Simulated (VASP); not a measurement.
A run of VASP 6.6.1 is set up as follows.

Contents of INCAR:

```
SYSTEM = BeS
ALGO     = Normal         ! electronic algorithm
EDIFF    = 1E-6           ! SCF threshold, eV
ENCUT    = 520            ! plane-wave cutoff, eV
GGA      = PE             ! functional
ISIF     = 2              ! what is computed and relaxed
ISMEAR   = -1             ! smearing method
LASPH    = .TRUE.         ! aspherical terms in the spheres
LCHARG   = .FALSE.        ! write CHGCAR
LREAL    = .FALSE.        ! projectors in reciprocal space
LWAVE    = .FALSE.        ! write WAVECAR
NBANDS   = 11             ! bands
NELM     = 100            ! most SCF steps
PREC     = Accurate       ! precision mode
SIGMA    = 0.05           ! smearing width, eV
```

Contents of KPOINTS:

```
k-points
0
G
  12 12 12
  0 0 0
```

File POSCAR:

```
BeS
1.0
    0.0000000000      2.4212923160      2.4212923160
    2.4212923160      0.0000000000      2.4212923160
    2.4212923160      2.4212923160      0.0000000000
Be S
1 1
Direct
    0.0000000000      0.0000000000      0.0000000000
    0.2500000000      0.2500000000      0.2500000000
```

Potentials or basis: VASP PAW PBE potentials, release 64 (Be, S).

Launch:

```console
$ cat potpaw_PBE.64/Be/POTCAR potpaw_PBE.64/S/POTCAR > POTCAR
$ mpirun -np 1 vasp_std > vasp.out
```

Question: Estimate the pressure.

Answer: 2.0 GPa.

Question: Predict the band gap on the k mesh.

Answer: 3.10 eV, indirect (least direct gap 5.67 eV).

 A k mesh can miss the band edges.
